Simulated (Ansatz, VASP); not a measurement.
## C in VASP and in Ansatz

```xyz
12
Lattice="1.7834 -1.7834 0.0000 1.7834 0.0000 -1.7834 8.0253 6.6878 6.6878" Properties=species:S:1:pos:R:3 pbc="T T T"
C     4.3101    0.7433    0.7433
C     0.7433    0.7433    0.7433
C     4.3101    2.5267    2.5267
C     7.8769    4.3101    4.3101
C     7.8769    2.5267    2.5267
C     7.8769    6.0935    6.0935
C     5.2018    1.6350    1.6350
C     5.2018   -0.1484   -0.1484
C     5.2018    3.4184    3.4184
C     8.7686    5.2018    5.2018
C     5.2018    5.2018    5.2018
C     1.6350   -0.1484   -0.1484
```

Alike in both runs: task single point; functional PBE; k mesh 10 × 10 × 2; occupations gaussian, width 0.05 eV; no spin polarisation.

|  | VASP | Ansatz |
| --- | --- | --- |
| version | VASP 6.6.1 | Ansatz 0.2.0 |
| potentials or method | VASP PAW PBE potentials, release 64 (C), cutoff 520 eV | scalar-relativistic, plane waves, PAW |
| valence electrons in the cell | 48 | 48 |

```tsv
	VASP	Ansatz	Ansatz less VASP
gap on the k mesh at the Fermi level (eV)	0.74	0.74	+0.001
least direct gap on the mesh (eV)	2.15	2.16	+0.003
pressure (GPa)	6.9	6.3	-0.66
traceless stress, the component that is largest in VASP (GPa)	-33.30	-33.32	-0.022
rms of the force components (eV/Å)	1.428	1.432	+0.0040
```

Atom by atom the forces differ by 0.005 eV/Å (rms over components).
